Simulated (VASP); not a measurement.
CaInH:

```
Ca In H
1.0
     4.78816    0.00000    0.00000
     0.00000    4.78816    0.00000
     0.00000    0.00000    4.03844
Ca In H
1 1 1
Direct
  0.50000 0.50000 0.50000
  0.00000 0.00000 0.50000
  0.50000 0.50000 0.00000
```

- Program: VASP 6.6.1
- Task: relaxation of cell and atoms
- Functional: PBE
- Potentials or basis: VASP PAW PBE potentials, release 64 (Ca_sv, In_d, H)
- Cutoff: 600 eV
- k mesh: 10 × 10 × 12
- Occupations: gaussian, width 0.1 eV
- Spin: no spin polarisation

At the start: pressure -0.0 GPa; volume 30.86 Å³/atom.

**Question.** Where does the relaxation end?

**Answer.** Over 6 steps the energy falls by 2.8 meV/atom and the volume is 30.51 Å³/atom (-1.1 %); space group P4/mmm (No. 123, to 0.05 Å).

Step by step:
```csv
step,energy change (eV),largest force (eV/Å),pressure (GPa),volume (Å³)
1,0.0000,0.0000,-0.03,92.59
2,-0.0053,0.0000,-0.07,92.51
3,-0.0082,0.0000,-0.11,92.41
4,-0.0083,0.0000,-0.11,92.38
5,-0.0085,0.0000,-0.05,92.00
6,-0.0085,0.0000,0.05,91.53
```

Final structure:
```
CELL_PARAMETERS angstrom
4.71798 0.00000 0.00000
0.00000 4.71798 0.00000
0.00000 0.00000 4.11181
ATOMIC_POSITIONS crystal
Ca 0.50000 0.50000 0.50000
In 0.00000 0.00000 0.50000
H 0.50000 0.50000 0.00000
```
